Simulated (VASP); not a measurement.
Set up this calculation in VASP 6.6.1, as the native input.

```
Task                   : relaxation of shape and atoms at fixed volume
Functional             : PBE
Potentials or basis    : VASP PAW PBE potentials, release 64 (Re)
Cutoff                 : 600 eV
k mesh                 : 18 × 18 × 10
Occupations            : gaussian, width 0.1 eV
Spin                   : no spin polarisation
Dipole correction      : no
Further INCAR settings : ALGO = Normal; EDIFF = 1e-07; IBRION = 2; EDIFFG = -0.01; NSW = 50; ISIF = 4
```

The structure of Re lies in POSCAR:

```
Re
1.0
    2.7182408299      0.0000000000      0.0000000000
   -1.3591204149      2.3540656123      0.0000000000
    0.0000000000      0.0000000000      4.3925894615
Re
2
Direct
    0.3333333333      0.6666666667      0.2500000000
    0.6666666667      0.3333333333      0.7500000000
```

This cell differs from its parent crystal: volume scaled by 0.94.

One way to write it, as run:

INCAR

```
SYSTEM = Re
PREC     = Accurate       ! precision mode
ENCUT    = 600            ! plane-wave cutoff, eV
EDIFF    = 1E-7           ! SCF threshold, eV
ISMEAR   = 0              ! smearing method
SIGMA    = 0.1            ! smearing width, eV
LREAL    = .False.        ! projectors in reciprocal space
LASPH    = .True.         ! aspherical terms in the spheres
NELM     = 60             ! most SCF steps
ALGO     = Normal         ! electronic algorithm
ISIF     = 4              ! what is computed and relaxed
LWAVE    = .False.        ! write WAVECAR
LCHARG   = .False.        ! write CHGCAR
GGA      = PE             ! functional
IBRION   = 2              ! ionic algorithm
NSW      = 50             ! ionic steps
EDIFFG   = -0.01          ! ionic threshold
```

KPOINTS

```
Automatic mesh
0
Gamma
  18 18 10
  0 0 0
```

Potentials or basis: VASP PAW PBE potentials, release 64 (Re).

Launch:

```bash
$ cat potpaw_PBE.64/Re/POTCAR > POTCAR
$ mpirun -np 1 vasp_std > vasp.out
```

It gave:

* Pressure after relaxing: 25.9 GPa
* Band gap on the k mesh: zero (band 7 reaches 10.07 eV, above the bottom of band 8 at 6.63 eV)

Caveat: the relaxation stopped at its first step, so nothing moved; spin-orbit coupling is left out, which moves the levels of the heavy elements.

It took 2.2 min on 1 thread of Oxide Virtual Turin-like Processor, on a shared host, peak memory 0.19 GiB.
